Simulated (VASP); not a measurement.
Set up this calculation in VASP 6.6.1, as the native input.

```
Task                   : single point
Functional             : PBE
Dispersion             : D3(BJ)
Potentials or basis    : VASP PAW PBE potentials, release 64 (B, N)
Cutoff                 : 520 eV
k mesh                 : 10 × 10 × 2
Occupations            : gaussian, width 0.05 eV
Spin                   : no spin polarisation
Dipole correction      : no
Further INCAR settings : ALGO = Normal; EDIFF = 1e-07; NBANDS = 26
```

The structure of BN lies in POSCAR:

```
BN
1.0
   -2.5064381127      0.0000000000      0.0000000000
   -1.2532190563     -2.1706390786      0.0000000000
   -0.6267348501     -0.3618455344     13.2336949040
B N
4 4
Direct
    0.1874708333      0.1874708333      0.8750000000
    0.2708208333      0.2708208333      0.3750000000
    0.6458291667      0.6458291667      0.1250000000
    0.5624791667      0.5624791667      0.6250000000
    0.3124958333      0.3124958333      0.1250000000
    0.2291458333      0.2291458333      0.6250000000
    0.5208041667      0.5208041667      0.8750000000
    0.6041541667      0.6041541667      0.3750000000
```

This cell differs from its parent crystal: the part above a cut slid along it.

The input as run:

INCAR

```
SYSTEM = BN
ALGO     = Normal         ! electronic algorithm
EDIFF    = 1E-7           ! SCF threshold, eV
ENCUT    = 520            ! plane-wave cutoff, eV
GGA      = PE             ! functional
ISIF     = 2              ! what is computed and relaxed
ISMEAR   = 0              ! smearing method
IVDW     = 12             ! dispersion correction
LASPH    = .TRUE.         ! aspherical terms in the spheres
LCHARG   = .FALSE.        ! write CHGCAR
LREAL    = .FALSE.        ! projectors in reciprocal space
LWAVE    = .FALSE.        ! write WAVECAR
NBANDS   = 26             ! bands
NELM     = 100            ! most SCF steps
PREC     = Accurate       ! precision mode
SIGMA    = 0.05           ! smearing width, eV
```

KPOINTS

```
k-points
0
G
  10 10 2
  0 0 0
```

Potentials or basis: VASP PAW PBE potentials, release 64 (B, N).

The run is started by

```sh
$ cat potpaw_PBE.64/B/POTCAR potpaw_PBE.64/N/POTCAR > POTCAR
$ mpirun -np 1 vasp_std > vasp.out
```

It gave:

* Pressure: 0.1 GPa
* Largest force: 0.042 eV/Å
* Band gap on the k mesh: 3.99 eV (least direct gap 4.44 eV)
* Dispersion energy per atom: -0.141 eV

Caveat: the cell differs from its parent crystal (the part above a cut slid along it).

It took 3.4 min on 1 thread of Intel Xeon 8259CL (shared host), peak memory 0.24 GiB.
